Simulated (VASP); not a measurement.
# RuS2 (P-3m1) in VASP: relaxation of shape and atoms at fixed volume with PBE

Aim: the relaxation of shape and atoms at fixed volume of RuS2 with PBE.

All numbers are computed with VASP 6.6.1; they aren't measurements. Logs are shortened: lines on timing, memory, paths and dates and some standing lists are left out, and cuts for length are marked.

### 1 The cell of the first run

It takes space group P-3m1 (No. 164, trigonal). Conventional cell: a = 3.413 Å, b = 3.413 Å, c = 5.125 Å, α = 90.00°, β = 90.00°, γ = 120.00°. Ru (site symmetry -3m) has 6 S at 2.36 Å within 3.1 Å. Within 3.5 Å of S (site symmetry 3m) lie 3 Ru at 2.36 Å and 12 S at 3.20 to 3.41 Å.

### 2 Relaxation of shape and atoms at fixed volume, PBE, collinear spin, ferromagnetic start (17.24 Å³/atom)

The input, INCAR:

```
PREC     = Accurate       # precision mode
ENCUT    = 500            # plane-wave cutoff, eV
EDIFF    = 1E-7           # SCF threshold, eV
ISMEAR   = 0              # smearing method
SIGMA    = 0.05           # smearing width, eV
LREAL    = F              # projectors in reciprocal space
LASPH    = T              # aspherical terms in the spheres
NELM     = 200            # most SCF steps
ALGO     = Normal         # electronic algorithm
ISIF     = 4              # what is computed and relaxed
LWAVE    = F              # write WAVECAR
LCHARG   = F              # write CHGCAR
ISPIN    = 2              # spin polarisation
MAGMOM   = 0.58 0 0       # initial moments
LORBIT   = 11             # projections on sites
LMAXMIX  = 4              # l up to which the mixer works
GGA      = PE             # functional
IBRION   = 2              # ionic algorithm
NSW      = 60             # ionic steps
EDIFFG   = -0.01          # ionic threshold
GGA_COMPAT= F            
NELMIN   = 4
```

The input, KPOINTS:

```
regular mesh
0
Gamma
  12 12 8
```

The input, POSCAR:

```
RuS2
1.0
    3.4132662512      0.0000000000      0.0000000000
   -1.7066331256      2.9559752834      0.0000000000
    0.0000000000      0.0000000000      5.1247175192
Ru S
1 2
Direct
    0.0000000000      0.0000000000      0.0000000000
    0.3333333333      0.6666666667      0.2537758778
    0.6666666667      0.3333333333      0.7462241222
```

Potentials or basis: VASP PAW PBE potentials, release 64 (Ru_pv, S).

Command:

```console
$ cat potpaw_PBE.64/Ru_pv/POTCAR potpaw_PBE.64/S/POTCAR > POTCAR
$ mpirun -np 1 vasp_std > vasp.out
```

OUTCAR:

```text
PREC = Accurate
   ENCUT = 500
   EDIFF = 1E-7
   ISMEAR = 0
   LREAL = F
   LASPH = T
   NELM = 200
   ISIF = 4
   ISPIN = 2
   LORBIT = 11
   GGA = PE
   IBRION = 2
   NSW = 60
   EDIFFG = -0.01
   NELMIN = 4

 ion  position               nearest neighbor table
   1  0.000  0.000  0.000-   2 2.36   3 2.36   2 2.36   3 2.36   3 2.36   2 2.36
   2  0.333  0.667  0.254-   1 2.36   1 2.36   1 2.36
   3  0.667  0.333  0.746-   1 2.36   1 2.36   1 2.36

  LATTYP: Found a hexagonal cell.
 ALAT       =     3.4132662512
 C/A-ratio  =     1.5014115929

  Lattice vectors:

 A1 = (   3.4132662512,   0.0000000000,   0.0000000000)
 A2 = (  -1.7066331256,   2.9559752834,   0.0000000000)
 A3 = (   0.0000000000,   0.0000000000,   5.1247175192)

Analysis of symmetry for initial positions (statically):
=====================================================================
 Subroutine PRICEL returns:
 Original cell was already a primitive cell.

 Routine SETGRP: Setting up the symmetry group for a
 hexagonal supercell.

 Subroutine GETGRP returns: Found 12 space group operations
 (whereof 12 operations were pure point group operations)
 out of a pool of 24 trial point group operations.

The static configuration has the point symmetry D_3d.

Analysis of symmetry for dynamics (positions and initial velocities):
=====================================================================
 Subroutine PRICEL returns:
 Original cell was already a primitive cell.

 Routine SETGRP: Setting up the symmetry group for a
 hexagonal supercell.

 Subroutine GETGRP returns: Found 12 space group operations
 (whereof 12 operations were pure point group operations)
 out of a pool of 24 trial point group operations.

The dynamic configuration has the point symmetry D_3d.

Analysis of structural, dynamic, and magnetic symmetry:
=====================================================================
 Subroutine PRICEL returns:
 Original cell was already a primitive cell.

 Routine SETGRP: Setting up the symmetry group for a
 hexagonal supercell.

 Subroutine GETGRP returns: Found 12 space group operations
 (whereof 12 operations were pure point group operations)
 out of a pool of 24 trial point group operations.

The overall configuration has the point symmetry D_3d.

 Subroutine INISYM returns: Found 12 space group operations
 (whereof 12 operations are pure point group operations),
 and found     1 'primitive' translations

----------------------------------------------------------------------------------------

                                     Primitive cell

  volume of cell :      51.7060

  direct lattice vectors                    reciprocal lattice vectors
     3.413266251  0.000000000  0.000000000     0.292974508  0.169148911  0.000000000
    -1.706633126  2.955975283  0.000000000     0.000000000  0.338297822  0.000000000
     0.000000000  0.000000000  5.124717519     0.000000000  0.000000000  0.195132707

  length of vectors
     3.413266251  3.413266251  5.124717519     0.338297822  0.338297822  0.195132707

  position of ions in fractional coordinates (direct lattice)
     0.000000000  0.000000000  0.000000000
     0.333333333  0.666666667  0.253775878
     0.666666667  0.333333333  0.746224122

  ion indices of the primitive-cell ions
   primitive index   ion index
                 1           1
                 2           2
                 3           3

----------------------------------------------------------------------------------------

 KPOINTS: regular mesh

Automatic generation of k-mesh.
 Grid dimensions read from file:
 generate k-points for:   12   12    8

 Generating k-lattice:

  Cartesian coordinates                     Fractional coordinates (reciprocal lattice)
     0.024414542  0.014095743  0.000000000     0.083333333  0.000000000  0.000000000
     0.000000000  0.028191485  0.000000000     0.000000000  0.083333333  0.000000000
     0.000000000  0.000000000  0.024391588     0.000000000  0.000000000  0.125000000

  Length of vectors
     0.028191485  0.028191485  0.024391588

  Shift w.r.t. Gamma in fractional coordinates (k-lattice)
     0.000000000  0.000000000  0.000000000

 Subroutine IBZKPT returns following result:
 ===========================================

 Found    131 irreducible k-points:

 Following reciprocal coordinates:
            Coordinates               Weight
  0.000000  0.000000  0.000000      1.000000
  0.083333  0.000000  0.000000      6.000000
  0.166667  0.000000  0.000000      6.000000
  0.250000 -0.000000  0.000000      6.000000
  0.333333  0.000000  0.000000      6.000000
  0.416667 -0.000000  0.000000      6.000000
[... 16 lines left out ...]
  0.166667  0.000000  0.125000      6.000000
  0.000000  0.166667  0.125000      6.000000
 [... further k-points ...]
   k-points           NKPTS =    131   k-points in BZ     NKDIM =    131   number of bands    NBANDS=     17
   number of dos      NEDOS =    301   number of ions     NIONS =      3
   total plane-waves  NPLWV =  31360
   dimension x,y,z NGX =    28 NGY =   28 NGZ =   40
   dimension x,y,z NGXF=    56 NGYF=   56 NGZF=   80
   ions per type =               1   2
   NGX,Y,Z   is equivalent  to a cutoff of  13.64, 13.64, 12.98 a.u.
   NGXF,Y,Z  is equivalent  to a cutoff of  27.28, 27.28, 25.95 a.u.
 SYSTEM =  unknown system
   PREC   = accura    normal or accurate (medium, high low for compatibility)
   ISTART =      0    job   : 0-new  1-cont  2-samecut
   ICHARG =      2    charge: 1-file 2-atom 10-const
   ISPIN  =      2    spin polarized calculation?
   LNONCOLLINEAR =      F non collinear calculations
   LSORBIT =      F    spin-orbit coupling
   LASPH  =      T    aspherical Exc in radial PAW
   ENCUT  =  500.0 eV  36.75 Ry    6.06 a.u.   6.22  6.22  9.34*2*pi/ulx,y,z
   NELM   =    200;   NELMIN=  4; NELMDL= -5     # of ELM steps
   EDIFF  = 0.1E-06   stopping-criterion for ELM
   LREAL  =      F    real-space projection
   EDIFFG = -.1E-01   stopping-criterion for IOM
   NSW    =     60    number of steps for IOM
   IBRION =      2    ionic relax: 0-MD 1-quasi-New 2-CG
   NFREE  =      1    steps in history (QN), initial steepest desc. (CG)
   ISIF   =      4    stress and relaxation
   ISYM   =      2    0-nonsym 1-usesym 2-fastsym
   POTIM  = 0.5000    time-step for ionic-motion
   TEBEG  =    0.0;   TEEND  =   0.0 temperature during run
   PSTRESS=    0.0 pullay stress
   NELECT =      26.0000    total number of electrons
   NUPDOWN=      -1.0000    fix difference up-down
   EMIN   =  10.00;   EMAX   =-10.00  energy-range for DOS
   EFERMI =   0.00;   METHOD = LEGACY
   ISMEAR =     0;   SIGMA  =   0.05  broadening in eV -4-tet -1-fermi 0-gaus
   EFERMI_NEDOS =   21; number of points for ismear=-14 and -15
   IALGO  =     38    algorithm
   IMIX   =      4    mixing-type and parameters
     AMIX     =   0.40;   BMIX     =  1.00
     AMIX_MAG =   1.60;   BMIX_MAG =  1.00
  volume/ion in A,a.u.               =      17.24       116.31
  Fermi-wavevector in a.u.,A,eV,Ry     =   1.301824  2.460091 23.058420  1.694746
  Thomas-Fermi vector in A             =   2.432932
   LORBIT       =     11    0 simple, 1 ext, 2 COOP (PROOUT), +10 PAW based schemes
   GGA     = PE    functional components
   LHFCALC =     F    Hartree Fock is set to
   AEXX    =    0.0000 exact exchange contribution
   IVDW    =     0    specifies the selected vdW correction
   LEPSILON=     F    determine dielectric tensor
   LRPA    =     F    only Hartree local field effects (RPA)
 conjugate gradient relaxation of ions
 spin polarized calculation
 Gauss-broadening in eV      SIGMA  =   0.05
  energy-cutoff  :      500.00
  volume of cell :       51.71
 maximum number of plane-waves:      1332
 NGX is ok and might be reduce to    28
   NGX = 13   NGY = 13   NGZ = 19

--------------------------------------- Ionic step        1  -------------------------------------------

 number of electron      26.0000002 magnetization       0.7503170

 Free energy of the ion-electron system (eV)
  ---------------------------------------------------
  ext. energy  EPLUGINS =         0.00000000
  ---------------------------------------------------
  free energy    TOTEN  =       -17.99490752 eV

  energy without entropy =      -17.99040928  energy(sigma->0) =      -17.99265840

------------------------ aborting loop because EDIFF is reached ----------------------------------------

  FORCE on cell =-STRESS in cart. coord.  units (eV):
  Direction    XX          YY          ZZ          XY          YZ          ZX
  --------------------------------------------------------------------------------------
  -------------------------------------------------------------------------------------
  Total        0.8678894      0.8678894      0.6468206      0.0000000     -0.0000000     -0.0000000
  in kB       26.8926785     26.8926785     20.0425758      0.0000000     -0.0000000     -0.0000000
  external PRESSURE =      24.6093109 kB  Pullay stress =       0.0000000 kB
[... 96 lines left out ...]
  energy  without entropy=      -17.9958375784  energy(sigma->0) =      -17.99793344

--------------------------------------- Ionic step        4  -------------------------------------------

 number of electron      26.0000003 magnetization       0.7937549

 Free energy of the ion-electron system (eV)
  ---------------------------------------------------
  ext. energy  EPLUGINS =         0.00000000
  ---------------------------------------------------
  free energy    TOTEN  =       -18.00003495 eV

  energy without entropy =      -17.99583232  energy(sigma->0) =      -17.99793363

 E-fermi :   7.0394     XC(G=0): -11.0257

 val. band max:        7.0386779388   @ k =   0.0000   0.4167   0.2500
 cond. band min:       7.0394430905   @ k =   0.0000   0.2500   0.2500
 fundamental gap:      0.0007651518
 Fermi energy:         7.0394003038

 spin component 1

 k-point     1 :       0.0000    0.0000    0.0000
  band No.  band energies     occupation
      1     -35.9559      1.00000
      2     -35.9302      1.00000
      3     -35.9302      1.00000
      4      -7.6813      1.00000
      5      -5.1437      1.00000
      6       0.4930      1.00000
[... 9 lines left out ...]
     16       9.7477      0.00000
     17      12.4290      0.00000
[... 445 lines left out ...]
      3     -35.9348      1.00000
      4      -7.2874      1.00000
      5      -5.3156      1.00000
      6       0.9669      1.00000
[... 9 lines left out ...]
     16       9.5536      0.00000
     17      13.7060      0.00000

 [... further k-points ...]

 spin component 2

 k-point     1 :       0.0000    0.0000    0.0000
  band No.  band energies     occupation
      1     -35.5525      1.00000
      2     -35.4773      1.00000
      3     -35.4773      1.00000
      4      -7.5860      1.00000
      5      -5.0462      1.00000
      6       0.6385      1.00000
[... 9 lines left out ...]
     16       9.9486      0.00000
     17      12.4750      0.00000
[... 490 lines left out ...]
  FREE ENERGIE OF THE ION-ELECTRON SYSTEM (eV)
  ---------------------------------------------------
  free  energy   TOTEN  =       -18.0000349464 eV

  energy  without entropy=      -17.9958323203  energy(sigma->0) =      -17.99793363

 reached required accuracy - stopping structural energy minimisation

 total charge

# of ion       s       p       d       tot
------------------------------------------
    1        0.340   6.281   5.986  12.607
    2        1.363   2.282   0.000   3.645
    3        1.363   2.282   0.000   3.645
--------------------------------------------------
tot          3.065  10.846   5.986  19.897

 magnetization (x)

# of ion       s       p       d       tot
------------------------------------------
    1        0.011   0.014   0.559   0.584
    2        0.003   0.058   0.000   0.061
    3        0.003   0.058   0.000   0.061
--------------------------------------------------
tot          0.016   0.131   0.559   0.707
```

Wall time 4.8 min (1 thread of Intel Xeon 6975P-C (Granite Rapids), shared host); peak memory 0.32 GiB.

Results:

```yaml
Free_energy: -18.0000 eV
Energy_gained_by_relaxing: 1.7 meV/atom
Ionic_steps: 4
Pressure_after_relaxing: 0.7 GPa
Largest_force_after_relaxing: 0.005 eV/Å
Net_moment: 0.79 μB per cell
Site_moments: Ru +0.58; S +0.06 μB
Valence_electrons_inside_the_program's_atomic_spheres: Ru 12.61; S 3.65
```

Forces in eV/Å, atoms in the order of the input:
```
Ru   0.000  0.000  0.000
S    0.000  0.000 -0.005
S    0.000  0.000  0.005
```

Step by step:
```tsv
step	energy change (eV)	largest force (eV/Å)	pressure (GPa)	volume (Å³)
1	0.0000	0.2260	2.46	51.71
2	-0.0040	0.1047	1.55	51.71
3	-0.0051	0.0119	0.69	51.71
4	-0.0051	0.0047	0.74	51.71
```

Final structure:
```
Ru S
1.0
     3.42093    0.00000    0.00000
    -1.71047    2.96262    0.00000
     0.00000    0.00000    5.10177
Ru S
1 2
Direct
  0.00000 0.00000 0.00000
  0.33333 0.66667 0.25780
  0.66667 0.33333 0.74220
```

Levels at points of the mesh, in eV from the Fermi level:
Spin up:
| k point | band 10 | band 11 | band 12 | band 13 | band 14 | band 15 | band 16 | band 17 |
| --- | --- | --- | --- | --- | --- | --- | --- | --- |
| (0.00, 0.00, 0.00) | -1.96 | -0.76 | -0.41 | -0.41 | 0.37 | 2.71 | 2.71 | 5.39 |
| (0.50, 0.00, 0.00) | -3.31 | -2.44 | -1.43 | -0.97 | -0.34 | 2.75 | 3.51 | 7.03 |
| (0.00, 0.00, 0.50) | -1.99 | -1.99 | -0.80 | -0.80 | 0.29 | 3.46 | 3.46 | 6.48 |
| (0.50, 0.00, 0.50) | -1.90 | -1.77 | -1.10 | -0.98 | -0.46 | 2.40 | 3.69 | 5.61 |
Spin down:
| k point | band 11 | band 12 | band 13 | band 14 | band 15 | band 16 |
| --- | --- | --- | --- | --- | --- | --- |
| (0.00, 0.00, 0.00) | -0.38 | -0.29 | -0.29 | 0.43 | 2.91 | 2.91 |
| (0.50, 0.00, 0.00) | -2.33 | -1.13 | -0.43 | 0.14 | 2.96 | 3.70 |
| (0.00, 0.00, 0.50) | -1.57 | -0.68 | -0.68 | 0.57 | 3.67 | 3.67 |
| (0.50, 0.00, 0.50) | -1.56 | -1.03 | -0.45 | 0.04 | 2.60 | 3.89 |
